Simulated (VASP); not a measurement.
# Sc3TiSe (Pm-3m) in VASP: a series of runs, part 2 of 2

VASP 6.6.1. The steps go on from the part before.

## (3) Relaxation of cell and atoms, PBE

This run uses another cell than the first one, of 24.71 Å³/atom.

INCAR reads:

```
SYSTEM = Sc3TiSe
ALGO = Normal ; EDIFF = 1E-7
EDIFFG = -0.01 ; ENCUT = 600
GGA = PE ; IBRION = 2
ISIF = 3 ; ISMEAR = 0
LASPH = .True. ; LCHARG = .False.
LREAL = .False. ; LWAVE = .False.
NELM = 60 ; NSW = 100
PREC = Accurate ; SIGMA = 0.1
```

KPOINTS reads:

```
k-points
0
Gamma
  8 8 8
  0 0 0
```

POSCAR reads:

```
Sc3TiSe
1.0
    4.9804098464      0.0000000000      0.0000000000
    0.0000000000      4.9804098464      0.0000000000
    0.0000000000      0.0000000000      4.9804098464
Sc Ti Se
3 1 1
Direct
    0.0000000000      0.5000000000      0.5000000000
    0.5000000000      0.0000000000      0.5000000000
    0.5000000000      0.5000000000      0.0000000000
    0.0000000000      0.0000000000      0.0000000000
    0.5000000000      0.5000000000      0.5000000000
```

Potentials or basis: VASP PAW PBE potentials, release 64 (Sc_sv, Ti_sv, Se).

The run is started by

```
> cat potpaw_PBE.64/Sc_sv/POTCAR potpaw_PBE.64/Ti_sv/POTCAR potpaw_PBE.64/Se/POTCAR > POTCAR
> mpirun -np 1 vasp_std > vasp.out
```

OUTCAR:

```text
SYSTEM = Sc3TiSe
   EDIFF = 1E-7
   EDIFFG = -0.01
   ENCUT = 600
   GGA = PE
   IBRION = 2
   ISIF = 3
   ISMEAR = 0
   LASPH = .True.
   LREAL = .False.
   NELM = 60
   NSW = 100
   PREC = Accurate

 ion  position               nearest neighbor table
   1  0.000  0.500  0.500-   5 2.49   5 2.49
   2  0.500  0.000  0.500-   5 2.49   5 2.49
   3  0.500  0.500  0.000-   5 2.49   5 2.49
   4  0.000  0.000  0.000-
   5  0.500  0.500  0.500-   1 2.49   2 2.49   3 2.49   3 2.49   2 2.49   1 2.49

  LATTYP: Found a simple cubic cell.
 ALAT       =     4.9804098464

  Lattice vectors:

 A1 = (   4.9804098464,   0.0000000000,   0.0000000000)
 A2 = (   0.0000000000,   4.9804098464,   0.0000000000)
 A3 = (   0.0000000000,   0.0000000000,   4.9804098464)

Analysis of symmetry for initial positions (statically):
=====================================================================
 Subroutine PRICEL returns:
 Original cell was already a primitive cell.

 Routine SETGRP: Setting up the symmetry group for a
 simple cubic supercell.

 Subroutine GETGRP returns: Found 48 space group operations
 (whereof 48 operations were pure point group operations)
 out of a pool of 48 trial point group operations.

The static configuration has the point symmetry O_h .

Analysis of symmetry for dynamics (positions and initial velocities):
=====================================================================
 Subroutine PRICEL returns:
 Original cell was already a primitive cell.

 Routine SETGRP: Setting up the symmetry group for a
 simple cubic supercell.

 Subroutine GETGRP returns: Found 48 space group operations
 (whereof 48 operations were pure point group operations)
 out of a pool of 48 trial point group operations.

The dynamic configuration has the point symmetry O_h .

 Subroutine INISYM returns: Found 48 space group operations
 (whereof 48 operations are pure point group operations),
 and found     1 'primitive' translations

----------------------------------------------------------------------------------------

                                     Primitive cell

  volume of cell :     123.5365

  direct lattice vectors                    reciprocal lattice vectors
     4.980409846  0.000000000  0.000000000     0.200786688  0.000000000  0.000000000
     0.000000000  4.980409846  0.000000000     0.000000000  0.200786688  0.000000000
     0.000000000  0.000000000  4.980409846     0.000000000  0.000000000  0.200786688

  length of vectors
     4.980409846  4.980409846  4.980409846     0.200786688  0.200786688  0.200786688

  position of ions in fractional coordinates (direct lattice)
     0.000000000  0.500000000  0.500000000
     0.500000000  0.000000000  0.500000000
     0.500000000  0.500000000  0.000000000
     0.000000000  0.000000000  0.000000000
     0.500000000  0.500000000  0.500000000

  ion indices of the primitive-cell ions
   primitive index   ion index
                 1           1
                 2           2
                 3           3
                 4           4
[... 32 lines left out ...]
  0.250000  0.000000  0.000000      6.000000
  0.375000  0.000000  0.000000      6.000000
  0.500000  0.000000  0.000000      3.000000
  0.125000  0.125000  0.000000     12.000000
[... 16 lines left out ...]
  0.375000  0.375000  0.125000     24.000000
  0.500000  0.375000  0.125000     24.000000
 [... further k-points ...]
   k-points           NKPTS =     35   k-points in BZ     NKDIM =     35   number of bands    NBANDS=     30
   number of dos      NEDOS =    301   number of ions     NIONS =      5
   total plane-waves  NPLWV =  64000
   dimension x,y,z NGX =    40 NGY =   40 NGZ =   40
   dimension x,y,z NGXF=    80 NGYF=   80 NGZF=   80
   ions per type =               3   1   1
   NGX,Y,Z   is equivalent  to a cutoff of  13.35, 13.35, 13.35 a.u.
   NGXF,Y,Z  is equivalent  to a cutoff of  26.70, 26.70, 26.70 a.u.
 SYSTEM =  Sc3TiSe
   PREC   = accura    normal or accurate (medium, high low for compatibility)
   ISTART =      0    job   : 0-new  1-cont  2-samecut
   ICHARG =      2    charge: 1-file 2-atom 10-const
   ISPIN  =      1    spin polarized calculation?
   LNONCOLLINEAR =      F non collinear calculations
   LSORBIT =      F    spin-orbit coupling
   LASPH  =      T    aspherical Exc in radial PAW
   ENCUT  =  600.0 eV  44.10 Ry    6.64 a.u.   9.95  9.95  9.95*2*pi/ulx,y,z
   NELM   =     60;   NELMIN=  2; NELMDL= -5     # of ELM steps
   EDIFF  = 0.1E-06   stopping-criterion for ELM
   LREAL  =      F    real-space projection
   EDIFFG = -.1E-01   stopping-criterion for IOM
   NSW    =    100    number of steps for IOM
   IBRION =      2    ionic relax: 0-MD 1-quasi-New 2-CG
   NFREE  =      1    steps in history (QN), initial steepest desc. (CG)
   ISIF   =      3    stress and relaxation
   ISYM   =      2    0-nonsym 1-usesym 2-fastsym
   POTIM  = 0.5000    time-step for ionic-motion
   TEBEG  =    0.0;   TEEND  =   0.0 temperature during run
   PSTRESS=    0.0 pullay stress
   NELECT =      51.0000    total number of electrons
   NUPDOWN=      -1.0000    fix difference up-down
   EMIN   =  10.00;   EMAX   =-10.00  energy-range for DOS
   EFERMI =   0.00;   METHOD = LEGACY
   ISMEAR =     0;   SIGMA  =   0.10  broadening in eV -4-tet -1-fermi 0-gaus
   EFERMI_NEDOS =   21; number of points for ismear=-14 and -15
   IALGO  =     38    algorithm
   IMIX   =      4    mixing-type and parameters
     AMIX     =   0.40;   BMIX     =  1.00
     AMIX_MAG =   1.60;   BMIX_MAG =  1.00
  volume/ion in A,a.u.               =      24.71       166.73
  Fermi-wavevector in a.u.,A,eV,Ry     =   1.218989  2.303555 20.217364  1.485934
  Thomas-Fermi vector in A             =   2.354257
   LORBIT       =      0    0 simple, 1 ext, 2 COOP (PROOUT), +10 PAW based schemes
   GGA     = PE    functional components
   LHFCALC =     F    Hartree Fock is set to
   AEXX    =    0.0000 exact exchange contribution
   IVDW    =     0    specifies the selected vdW correction
   LEPSILON=     F    determine dielectric tensor
   LRPA    =     F    only Hartree local field effects (RPA)
 conjugate gradient relaxation of ions
 non-spin polarized calculation
 Gauss-broadening in eV      SIGMA  =   0.10
  energy-cutoff  :      600.00
  volume of cell :      123.54
 maximum number of plane-waves:      4224
 NGX is ok and might be reduce to    40
   NGX = 19   NGY = 19   NGZ = 19

--------------------------------------- Ionic step        1  -------------------------------------------

 number of electron      50.9999994 magnetization

 Free energy of the ion-electron system (eV)
  ---------------------------------------------------
  ext. energy  EPLUGINS =         0.00000000
  ---------------------------------------------------
  free energy    TOTEN  =       -30.68954328 eV

  energy without entropy =      -30.63943848  energy(sigma->0) =      -30.66449088

------------------------ aborting loop because EDIFF is reached ----------------------------------------

  FORCE on cell =-STRESS in cart. coord.  units (eV):
  Direction    XX          YY          ZZ          XY          YZ          ZX
  --------------------------------------------------------------------------------------
  -------------------------------------------------------------------------------------
  Total        0.3413141      0.3413141      0.3413141     -0.0000000      0.0000000     -0.0000000
  in kB        4.4265921      4.4265921      4.4265921     -0.0000000      0.0000000     -0.0000000
  external PRESSURE =       4.4265921 kB  Pullay stress =       0.0000000 kB
[... 65 lines left out ...]
--------------------------------------- Ionic step        3  -------------------------------------------

 number of electron      50.9999998 magnetization

 Free energy of the ion-electron system (eV)
  ---------------------------------------------------
  ext. energy  EPLUGINS =         0.00000000
  ---------------------------------------------------
  free energy    TOTEN  =       -30.69064989 eV

  energy without entropy =      -30.64008396  energy(sigma->0) =      -30.66536693

 E-fermi :   3.9306     XC(G=0):  -9.6897

 val. band max:        3.9166621127   @ k =   0.5000   0.3750   0.1250
 cond. band min:       3.9413354778   @ k =   0.3750   0.2500   0.0000
 fundamental gap:      0.0246733650
 Fermi energy:         3.9306180735

 k-point     1 :       0.0000    0.0000    0.0000
  band No.  band energies     occupation
      1     -53.5183      2.00000
      2     -45.5481      2.00000
      3     -45.5219      2.00000
      4     -45.5219      2.00000
      5     -29.7302      2.00000
      6     -29.7302      2.00000
[... 781 lines left out ...]
     29       4.8626      0.00000
     30       5.1759      0.00000

 [... further k-points ...]

------------------------ aborting loop because EDIFF is reached ----------------------------------------

  FORCE on cell =-STRESS in cart. coord.  units (eV):
  Direction    XX          YY          ZZ          XY          YZ          ZX
  --------------------------------------------------------------------------------------
  -------------------------------------------------------------------------------------
  Total        0.0035305      0.0035305      0.0035305     -0.0000000      0.0000000      0.0000000
  in kB        0.0454920      0.0454920      0.0454920     -0.0000000      0.0000000      0.0000000
  external PRESSURE =       0.0454920 kB  Pullay stress =       0.0000000 kB
[... 20 lines left out ...]
  FREE ENERGIE OF THE ION-ELECTRON SYSTEM (eV)
  ---------------------------------------------------
  free  energy   TOTEN  =       -30.6906498925 eV

  energy  without entropy=      -30.6400839618  energy(sigma->0) =      -30.66536693

 reached required accuracy - stopping structural energy minimisation
```

OSZICAR:

```text
N       E                     dE             d eps       ncg     rms          rms(c)
DAV:   1     0.997932912512E+03    0.99793E+03   -0.24693E+04  2100   0.195E+03
[... 40 lines left out ...]
DAV:   4    -0.306906737166E+02    0.40566E-03   -0.63548E-03  3140   0.465E-01    0.112E-01
DAV:   5    -0.306906225967E+02    0.51120E-04   -0.14452E-03  3322   0.147E-01    0.450E-02
DAV:   6    -0.306906331243E+02   -0.10528E-04   -0.50890E-05  3288   0.595E-02    0.374E-02
DAV:   7    -0.306906501532E+02   -0.17029E-04   -0.34582E-05  3384   0.305E-02    0.169E-02
DAV:   8    -0.306906498003E+02    0.35293E-06   -0.15809E-05  3624   0.205E-02    0.554E-03
DAV:   9    -0.306906499011E+02   -0.10079E-06   -0.90994E-07  2826   0.511E-03    0.171E-03
DAV:  10    -0.306906498925E+02    0.86411E-08   -0.78856E-08  1784   0.267E-03
   3 F= -.30690650E+02 E0= -.30665367E+02  d E =-.110661E-02
```

Wall time 4.6 min (1 thread of AMD EPYC 9R45 (Zen 5), shared host); peak memory 0.32 GiB.

Results:

| Quantity | Value |
| --- | --- |
| Free energy | -30.6906 eV |
| Relaxed volume | 24.87 Å³/atom |
| Relaxed cell | a = 4.991 Å, b = 4.991 Å, c = 4.991 Å, α = 90.00°, β = 90.00°, γ = 90.00° |
| Space group after relaxing (to 0.1 Å) | Pm-3m (No. 221) |
| Energy gained by relaxing | 0.2 meV/atom |
| Ionic steps | 3 |
| Pressure after relaxing | 0.0 GPa |
| Band gap on the k mesh | zero (an odd number of electrons rules out a gap without spin polarisation) |

Step by step:
```tsv
step	energy change (eV)	largest force (eV/Å)	pressure (GPa)	volume (Å³)
1	0.0000	0.0000	0.44	123.54
2	-0.0008	0.0000	-0.22	124.76
3	-0.0011	0.0000	0.00	124.34
```

Final structure:
```
Sc Ti Se
1.0
     4.99120    0.00000    0.00000
     0.00000    4.99120    0.00000
     0.00000    0.00000    4.99120
Sc Ti Se
3 1 1
Direct
  0.00000 0.50000 0.50000
  0.50000 0.00000 0.50000
  0.50000 0.50000 0.00000
  0.00000 0.00000 0.00000
  0.50000 0.50000 0.50000
```

The gap in the log of VASP goes by the Fermi energy; the results here count the filled bands.